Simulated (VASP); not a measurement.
# NaF (Fm-3m) in VASP: further runs

Runs on NaF. Level: PBE. Tasks: single point.

Everything below comes from runs of VASP 6.6.1. Logs are shortened: lines on timing, memory, paths and dates and some standing lists are left out, and cuts for length are marked.

## (1) The cell of the first run

The structure is cubic, space group Fm-3m (No. 225). The conventional cell has a = 4.701 Å, b = 4.701 Å, c = 4.701 Å, α = 90.00°, β = 90.00°, γ = 90.00°. Within 3.1 Å of Na (site symmetry m-3m) lie 6 F at 2.35 Å. F (site symmetry m-3m) has 6 Na at 2.35 Å within 3.1 Å.

## (2) Single point, PBE

Contents of INCAR:

```
  PREC = Accurate
  ENCUT = 520
  EDIFF = 1E-7
  ISMEAR = 0
  SIGMA = 0.01
  LREAL = False
  LASPH = True
  NELM = 100
  ALGO = Normal
  ISIF = 2
  LWAVE = False
  LCHARG = False
  GGA = PE
  NBANDS = 14
```

Contents of KPOINTS:

```
Automatic mesh
0
Gamma
  8 8 8
```

Contents of POSCAR:

```
NaF
1.0
    0.0000000000      2.3502977119      2.3502977119
    2.3502977119      0.0000000000      2.3502977119
    2.3502977119      2.3502977119      0.0000000000
Na F
1 1
Direct
    0.0000000000      0.0000000000      0.0000000000
    0.5000000000      0.5000000000      0.5000000000
```

Potentials or basis: VASP PAW PBE potentials, release 64 (Na_pv, F).

Started as:

```console
cat potpaw_PBE.64/Na_pv/POTCAR potpaw_PBE.64/F/POTCAR > POTCAR
mpirun -np 1 vasp_std > vasp.out
```

OUTCAR:

```text
PREC = Accurate
   ENCUT = 520
   EDIFF = 1E-7
   ISMEAR = 0
   LREAL = False
   LASPH = True
   NELM = 100
   ISIF = 2
   GGA = PE

 ion  position               nearest neighbor table
   1  0.000  0.000  0.000-
   2  0.500  0.500  0.500-

  LATTYP: Found a face centered cubic cell.
 ALAT       =     4.7005954238

  Lattice vectors:

 A1 = (   0.0000000000,   2.3502977119,   2.3502977119)
 A2 = (   2.3502977119,   0.0000000000,   2.3502977119)
 A3 = (   2.3502977119,   2.3502977119,   0.0000000000)

Analysis of symmetry for initial positions (statically):
=====================================================================
 Subroutine PRICEL returns:
 Original cell was already a primitive cell.

 Routine SETGRP: Setting up the symmetry group for a
 face centered cubic supercell.

 Subroutine GETGRP returns: Found 48 space group operations
 (whereof 48 operations were pure point group operations)
 out of a pool of 48 trial point group operations.

The static configuration has the point symmetry O_h .

Analysis of symmetry for dynamics (positions and initial velocities):
=====================================================================
 Subroutine PRICEL returns:
 Original cell was already a primitive cell.

 Routine SETGRP: Setting up the symmetry group for a
 face centered cubic supercell.

 Subroutine GETGRP returns: Found 48 space group operations
 (whereof 48 operations were pure point group operations)
 out of a pool of 48 trial point group operations.

The dynamic configuration has the point symmetry O_h .

 Subroutine INISYM returns: Found 48 space group operations
 (whereof 48 operations are pure point group operations),
 and found     1 'primitive' translations

----------------------------------------------------------------------------------------

                                     Primitive cell

  volume of cell :      25.9656

  direct lattice vectors                    reciprocal lattice vectors
     0.000000000  2.350297712  2.350297712    -0.212739006  0.212739006  0.212739006
     2.350297712  0.000000000  2.350297712     0.212739006 -0.212739006  0.212739006
     2.350297712  2.350297712  0.000000000     0.212739006  0.212739006 -0.212739006

  length of vectors
     3.323822900  3.323822900  3.323822900     0.368474768  0.368474768  0.368474768

  position of ions in fractional coordinates (direct lattice)
     0.000000000  0.000000000  0.000000000
     0.500000000  0.500000000  0.500000000
[... 87 lines left out ...]
   PSTRESS=    0.0 pullay stress
   NELECT =      14.0000    total number of electrons
   NUPDOWN=      -1.0000    fix difference up-down
   EMIN   =  10.00;   EMAX   =-10.00  energy-range for DOS
   EFERMI =   0.00;   METHOD = LEGACY
   ISMEAR =     0;   SIGMA  =   0.01  broadening in eV -4-tet -1-fermi 0-gaus
   EFERMI_NEDOS =   21; number of points for ismear=-14 and -15
   IALGO  =     38    algorithm
   IMIX   =      4    mixing-type and parameters
     AMIX     =   0.40;   BMIX     =  1.00
     AMIX_MAG =   1.60;   BMIX_MAG =  1.00
  volume/ion in A,a.u.               =      12.98        87.61
  Fermi-wavevector in a.u.,A,eV,Ry     =   1.332451  2.517968 24.156139  1.775426
  Thomas-Fermi vector in A             =   2.461385
   LORBIT       =      0    0 simple, 1 ext, 2 COOP (PROOUT), +10 PAW based schemes
   GGA     = PE    functional components
   LHFCALC =     F    Hartree Fock is set to
   AEXX    =    0.0000 exact exchange contribution
   IVDW    =     0    specifies the selected vdW correction
   LEPSILON=     F    determine dielectric tensor
   LRPA    =     F    only Hartree local field effects (RPA)
 non-spin polarized calculation
 Gauss-broadening in eV      SIGMA  =   0.01
  energy-cutoff  :      520.00
  volume of cell :       25.97
 maximum number of plane-waves:       725
 NGX is ok and might be reduce to    28
   NGX = 13   NGY = 13   NGZ = 13

 number of electron      14.0000002 magnetization

 Free energy of the ion-electron system (eV)
  ---------------------------------------------------
  ext. energy  EPLUGINS =         0.00000000
  ---------------------------------------------------
  free energy    TOTEN  =        -8.56946060 eV

  energy without entropy =       -8.56946060  energy(sigma->0) =       -8.56946060

 E-fermi :  -2.2229     XC(G=0):  -8.9527

 val. band max:       -2.2641609777   @ k =   0.0000   0.0000   0.0000
 cond. band min:       3.8097725903   @ k =   0.0000   0.0000   0.0000
 fundamental gap:      6.0739335680
 Fermi energy:        -2.2228896739

 k-point     1 :       0.0000    0.0000    0.0000
  band No.  band energies     occupation
      1     -21.3691      2.00000
      2     -21.3411      2.00000
      3     -21.3410      2.00000
      4     -21.3410      2.00000
      5      -2.2642      2.00000
      6      -2.2642      2.00000
      7      -2.2642      2.00000
      8       3.8098      0.00000
      9      16.4052      0.00000
     10      16.4052      0.00000
     11      16.4052      0.00000
     12      19.1822      0.00000
     13      21.3095      0.00000
     14      21.3095      0.00000
[... 377 lines left out ...]
      1     -21.8968      2.00000
      2     -21.3880      2.00000
      3     -21.3678      2.00000
      4     -20.6661      2.00000
      5      -3.4983      2.00000
      6      -2.8064      2.00000
      7      -2.5773      2.00000
      8       9.2419      0.00000
      9      10.1095      0.00000
     10      14.4107      0.00000
     11      16.2135      0.00000
     12      19.4127      0.00000
     13      20.4373      0.00000
     14      25.0496      0.00000

 [... further k-points ...]

------------------------ aborting loop because EDIFF is reached ----------------------------------------

  FORCE on cell =-STRESS in cart. coord.  units (eV):
  Direction    XX          YY          ZZ          XY          YZ          ZX
  --------------------------------------------------------------------------------------
  -------------------------------------------------------------------------------------
  Total       -0.0195308     -0.0195308     -0.0195308      0.0000000     -0.0000000     -0.0000000
  in kB       -1.2051247     -1.2051247     -1.2051247      0.0000000     -0.0000000     -0.0000000
  external PRESSURE =      -1.2051247 kB  Pullay stress =       0.0000000 kB

 VOLUME and BASIS-vectors are now :
 -----------------------------------------------------------------------------
  energy-cutoff  :      520.00
  volume of cell :       25.97
      direct lattice vectors                 reciprocal lattice vectors
     0.000000000  2.350297712  2.350297712    -0.212739006  0.212739006  0.212739006
     2.350297712  0.000000000  2.350297712     0.212739006 -0.212739006  0.212739006
     2.350297712  2.350297712  0.000000000     0.212739006  0.212739006 -0.212739006

 POSITION                                       TOTAL-FORCE (eV/Angst)
 -----------------------------------------------------------------------------------
      0.00000      0.00000      0.00000         0.000000      0.000000      0.000000
      2.35030      2.35030      2.35030        -0.000000     -0.000000     -0.000000
 -----------------------------------------------------------------------------------
    total drift:                                0.000000      0.000000      0.000000

  FREE ENERGIE OF THE ION-ELECTRON SYSTEM (eV)
  ---------------------------------------------------
  free  energy   TOTEN  =        -8.5694605961 eV

  energy  without entropy=       -8.5694605961  energy(sigma->0) =       -8.56946060
```

OSZICAR:

```text
N       E                     dE             d eps       ncg     rms          rms(c)
DAV:   1     0.109075530290E+03    0.10908E+03   -0.77308E+03   818   0.121E+03
DAV:   2    -0.398276254092E+01   -0.11306E+03   -0.10625E+03   908   0.340E+02
DAV:   3    -0.942745817322E+01   -0.54447E+01   -0.54357E+01   998   0.686E+01
DAV:   4    -0.947293205826E+01   -0.45474E-01   -0.45472E-01   914   0.649E+00
DAV:   5    -0.947342150445E+01   -0.48945E-03   -0.48944E-03  1004   0.682E-01    0.542E+00
DAV:   6    -0.857851988569E+01    0.89490E+00   -0.31608E+00   972   0.145E+01    0.186E+00
DAV:   7    -0.856742476793E+01    0.11095E-01   -0.28847E-02   848   0.203E+00    0.106E+00
DAV:   8    -0.856884901590E+01   -0.14242E-02   -0.30562E-02   860   0.359E+00    0.152E-01
DAV:   9    -0.856959122719E+01   -0.74221E-03   -0.43306E-03   956   0.595E-01    0.134E-01
DAV:  10    -0.856946126952E+01    0.12996E-03   -0.87869E-04   902   0.310E-01    0.123E-02
DAV:  11    -0.856946033341E+01    0.93611E-06   -0.30503E-05   956   0.863E-02    0.404E-03
DAV:  12    -0.856946082423E+01   -0.49081E-06   -0.16322E-06   902   0.168E-02    0.205E-03
DAV:  13    -0.856946063694E+01    0.18728E-06   -0.41524E-07   896   0.555E-03    0.686E-04
DAV:  14    -0.856946059605E+01    0.40890E-07   -0.32078E-08   586   0.240E-03
   1 F= -.85694606E+01 E0= -.85694606E+01  d E =-.132303E-11
```

It took 21 s on 1 thread of Intel Xeon 6975P-C, shared host; peak memory 0.15 GiB.

What came out:

```
Free energy            : -8.5695 eV
Pressure               : -0.1 GPa
Band gap on the k mesh : 6.07 eV, direct
```

## (3) Single point, PBE (volume changed by -6%)

Contents of INCAR:

```
SYSTEM = NaF
ALGO = Normal
EDIFF = 1E-7
ENCUT = 520
GGA = PE
ISIF = 2
ISMEAR = 0
LASPH = .TRUE.
LCHARG = .FALSE.
LREAL = .FALSE.
LWAVE = .FALSE.
NBANDS = 14
NELM = 80
PREC = Accurate
SIGMA = 0.01
```

Contents of KPOINTS:

```
k-points
0
G
  8 8 8
  0 0 0
```

Contents of POSCAR:

```
NaF
1.0
    0.0000000000      2.3023189899      2.3023189899
    2.3023189899      0.0000000000      2.3023189899
    2.3023189899      2.3023189899      0.0000000000
Na F
1 1
Direct
    0.0000000000      0.0000000000      0.0000000000
    0.5000000000      0.5000000000      0.5000000000
```

Potentials or basis: VASP PAW PBE potentials, release 64 (Na_pv, F).

Started as:

```console
cat potpaw_PBE.64/Na_pv/POTCAR potpaw_PBE.64/F/POTCAR > POTCAR
mpirun -np 1 vasp_std > vasp.out
```

Run time: 15 s. Hardware: 1 thread of Intel Xeon 6975P-C, shared host; peak memory 0.13 GiB.

It converged, with:

* Free energy: -8.5533 eV
* Pressure: 3.1 GPa
* Band gap on the k mesh: 6.40 eV, direct

Levels at points of the mesh, in eV from the valence-band top:
| k point | band 5 | band 6 | band 7 | band 8 | band 9 | band 10 |
| --- | --- | --- | --- | --- | --- | --- |
| (0.00, 0.00, 0.00) | 0.00 | 0.00 | 0.00 | 6.40 | 19.11 | 19.11 |
| (0.50, 0.00, 0.00) | -1.63 | -0.26 | -0.26 | 10.90 | 12.63 | 20.32 |
| (0.50, 0.50, 0.00) | -1.30 | -0.41 | -0.41 | 13.31 | 13.37 | 13.79 |

(Continued in part 2 of 2.)
